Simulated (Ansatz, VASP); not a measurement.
**One calculation of CdS, two programs**

INCAR

```
SYSTEM = CdS
  PREC = Accurate
  ENCUT = 520
  EDIFF = 1E-7
  ISMEAR = -1
  SIGMA = 0.02
  LREAL = .False.
  LASPH = .True.
  NELM = 60
  ALGO = Normal
  ISIF = 2
  LWAVE = .False.
  LCHARG = .False.
  GGA = PE
  NBANDS = 16
```

The input KPOINTS:

```
regular mesh
0
Gamma
  8 8 8
  0 0 0
```

Contents of POSCAR:

```
CdS
1.0
    0.0000000000      2.9098226932      2.9816746343
    2.9098226932      0.0000000000      2.9816746343
    2.9098226932      2.9098226932      0.0000000000
Cd S
1 1
Direct
    0.0000000000      0.0000000000      0.0000000000
    0.2500000000      0.2500000000      0.2500000000
```

Input for Ansatz:

```yaml
crystal:
  lattice:
    - [0.0, 2.9098226932, 2.9816746343]
    - [2.9098226932, 0.0, 2.9816746343]
    - [2.9098226932, 2.9098226932, 0.0]
  atoms:
    - { symbol: Cd, position: [0.0, 0.0, 0.0] }
    - { symbol: S, position: [0.25, 0.25, 0.25] }
kpoints:
  mp_grid: { grid: [8, 8, 8] }
  band_path:
    path:
      - [0.0, 0.0, 0.0]
      - [-0.5, -0.5, 0.0]
      - [-0.375, -0.375, 0.25]
      - [-0.375, 0.0, 0.375]
      - [0.0, 0.0, 0.5]
      - [-0.5, -0.25, 0.25]
    npoints: 1
hamiltonian:
  xc: pbe
scf:
  occupations: { method: fermi_dirac, width: 0.02 }
  n_extra_bands: 4
output:
  forces: true
  stress: true
  eigenvalues: true
```

Change from the starting cell: epitaxial_xy strain -1.0%.

Alike in both runs: task single point; functional PBE; k mesh 8 × 8 × 8; occupations fermi-dirac, width 0.02 eV; no spin polarisation.

|  | VASP | Ansatz |
| --- | --- | --- |
| version | VASP 6.6.1 | Ansatz 0.2.0 |
| potentials or method | VASP PAW PBE potentials, release 64 (Cd, S) | plane waves, PAW |
| plane-wave cutoff (eV) | 520 | 420 |
| valence electrons in the cell | 18 | 26 |

|  | VASP | Ansatz | Ansatz less VASP |
| --- | --- | --- | --- |
| gap on the k mesh at the Fermi level (eV) | 1.09 | 1.08 | -0.004 |
| pressure (GPa) | 2.0 | 1.7 | -0.33 |
| traceless stress, the component that is largest in VASP (GPa) | -0.30 | -0.31 | -0.007 |

With one functional, cell and mesh, what is left measures potentials, basis and numerics. VASP's potentials hold 18 valence electrons a cell and Ansatz's 26, so a difference there can come from the potentials and not from the codes.
